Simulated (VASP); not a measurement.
# CdS (Greenockite): single point with PBEsol

Crystal: CdS (Greenockite).

```
CELL_PARAMETERS angstrom
4.16462 0.00000 0.00000
-2.08231 3.60667 0.00000
0.00000 0.00000 6.76598
ATOMIC_POSITIONS crystal
Cd 0.33333 0.66667 0.99903
Cd 0.66667 0.33333 0.49903
S 0.33333 0.66667 0.37597
S 0.66667 0.33333 0.87597
```

- Program: VASP 6.6.1
- Task: single point
- Functional: PBEsol
- Potentials or basis: VASP PAW PBE potentials, release 64 (Cd, S)
- Cutoff: 520 eV
- k mesh: 8 × 8 × 1
- Occupations: gaussian, width 0.01 eV
- Spin: no spin polarisation
- Dipole correction: no
- Further INCAR settings: ALGO = Normal; EDIFF = 1e-07; NBANDS = 26

* Pressure: -1.8 GPa
* Largest force: 0.143 eV/Å
* Band gap on the k mesh: 1.06 eV, direct

Forces on the atoms (eV/Å):
```
Cd   0.000  0.000 -0.143
Cd   0.000  0.000 -0.143
S    0.000  0.000  0.143
S    0.000  0.000  0.143
```

Stress tensor (GPa, compression positive):
```
-0.30  0.00  0.00
 0.00 -0.30  0.00
 0.00  0.00 -4.70
```

Levels at points of the mesh, in eV from the valence-band top:
| k point | band 16 | band 17 | band 18 | band 19 | band 20 | band 21 |
| --- | --- | --- | --- | --- | --- | --- |
| (0.00, 0.00, 0.00) | -0.01 | 0.00 | 0.00 | 1.06 | 2.66 | 6.40 |
| (0.50, 0.00, 0.00) | -1.83 | -1.24 | -0.74 | 3.60 | 3.78 | 5.03 |

It took 82 s on 1 thread of AMD EPYC 7R13, with other jobs on the host, peak memory 0.18 GiB.

Caveat: the k points lie up to 0.93 Å⁻¹ apart; the PAW data sets were made with another functional, which shifts forces and pressure a little. As with any semilocal functional, this PBEsol gap is likely too small.
